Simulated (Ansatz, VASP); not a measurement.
One calculation of Mn, two programs

INCAR

```
SYSTEM = Mn
  ALGO = Normal
  EDIFF = 1E-6
  ENCUT = 520
  GGA = PE
  ISIF = 2
  ISMEAR = -1
  ISPIN = 2
  LASPH = .TRUE.
  LCHARG = .FALSE.
  LMAXMIX = 4
  LORBIT = 11
  LREAL = .FALSE.
  LWAVE = .FALSE.
  MAGMOM = 2.238 -2.238
  NBANDS = 24
  NELM = 150
  PREC = Accurate
  SIGMA = 0.05
```

KPOINTS

```
k-points
0
G
  13 13 13
  0 0 0
```

POSCAR

```
Mn
1.0
    0.0000000000      2.4644760259      2.4644760259
    2.4644760259      0.0000000000      2.4644760259
    2.4644760259      2.4644760259      0.0000000000
Mn
2
Direct
    0.0000000000      0.0000000000      0.0000000000
    0.5000000000      0.5000000000      0.5000000000
```

Input for Ansatz:

```yaml
crystal:
  lattice:
    - [0.0, 2.4644760259, 2.4644760259]
    - [2.4644760259, 0.0, 2.4644760259]
    - [2.4644760259, 2.4644760259, 0.0]
  atoms:
    - { symbol: Mn, position: [0.0, 0.0, 0.0], spin: 2.238 }
    - { symbol: Mn, position: [0.5, 0.5, 0.5], spin: -2.238 }
hamiltonian:
  xc: pbe
  pseudopotentials:
    kind: paw
    azcp:
      Mn: "pseudopotentials/Mn.paw.azcp"
basis:
  ecutwfc: 420
  fft_grid_basis: typed
kpoints:
  mp_grid: { grid: [13, 13, 13], shift: [0, 0, 0] }
magnetization:
  spin_polarized: true
scf:
  occupations: { method: fermi_dirac, width: 0.05 }
  lower_state_search: "off"
output:
  stress: true
```

Alike in both runs: task single point; functional PBE; k mesh 13 × 13 × 13; occupations fermi-dirac, width 0.05 eV; collinear spin.

```csv
,VASP,Ansatz
version,VASP 6.6.1,Ansatz 0.2.0
potentials or method,"VASP PAW PBE potentials, release 64 (Mn_pv), cutoff 520 eV","plane waves (420 eV) with PAW, scalar-relativistic"
valence electrons in the cell,26,30
```

VASP gave:

* pressure (GPa): -7.2
* net moment per atom (μB): 0.00
* size of the moment on the site where the two differ most (μB): 2.79

Problem. Which values does Ansatz return?

Solution. Pressure (GPa): -7.3; net moment per atom (μB): 0.00; size of the moment on the site where the two differ most (μB): 2.69.

Site moments also hang on the region over which each program counts them. VASP's potentials hold 26 valence electrons a cell and Ansatz's 30, so a difference there can come from the potentials and not from the codes.
